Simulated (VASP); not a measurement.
A run of VASP 6.6.1 is set up as follows.

INCAR

```
SYSTEM = CdI2
ALGO     = Normal         ! electronic algorithm
EDIFF    = 1E-8           ! SCF threshold, eV
ENCUT    = 400            ! plane-wave cutoff, eV
GGA      = PS             ! functional
GGA_COMPAT= .FALSE.      
ISIF     = 2              ! what is computed and relaxed
ISMEAR   = -1             ! smearing method
LASPH    = .TRUE.         ! aspherical terms in the spheres
LCHARG   = .FALSE.        ! write CHGCAR
LEFG     = .TRUE.       
LREAL    = .FALSE.        ! projectors in reciprocal space
LWAVE    = .FALSE.        ! write WAVECAR
NBANDS   = 20             ! bands
NELM     = 120            ! most SCF steps
PREC     = Accurate       ! precision mode
SIGMA    = 0.03           ! smearing width, eV
```

The input KPOINTS:

```
k-points
0
G
  8 8 5
  0 0 0
```

Contents of POSCAR:

```
CdI2
1.0
    4.3272360177      0.0000000000      0.0000000000
   -2.1636180088      3.7474963194      0.0000000000
    0.0000000000      0.0000000000      6.9935243490
Cd I
1 2
Direct
    0.0000000000      0.0000000000      0.0000000000
    0.3333333333      0.6666666667      0.2492000000
    0.6666666667      0.3333333333      0.7508000000
```

Potentials or basis: VASP PAW PBE potentials, release 64 (Cd, I).

Command:

```bash
$ cat potpaw_PBE.64/Cd/POTCAR potpaw_PBE.64/I/POTCAR > POTCAR
$ mpirun -np 1 vasp_std > vasp.out
```

What does it give for the largest force?

0.360 eV/Å.

Estimate the band gap on the k mesh.

2.18 eV (least direct gap 2.29 eV).

Estimate the pressure.

-2.1 GPa.

Stress tensor (GPa, compression positive):
```
-2.21  0.00  0.00
 0.00 -2.21  0.00
 0.00  0.00 -1.98
```

Caveat: without QUAD_EFG the Cq values of the log hold for a quadrupole moment of 1 mb, not for the nuclei; the PAW data sets were made with another functional, which shifts forces and pressure a little; spin-orbit coupling is left out, which moves the levels of the heavy elements; an odd mesh through Γ misses points on the zone boundary, where band edges can lie; this functional lacks dispersion, which binds the layers, so the pressure and a relaxed spacing across them are unreliable.
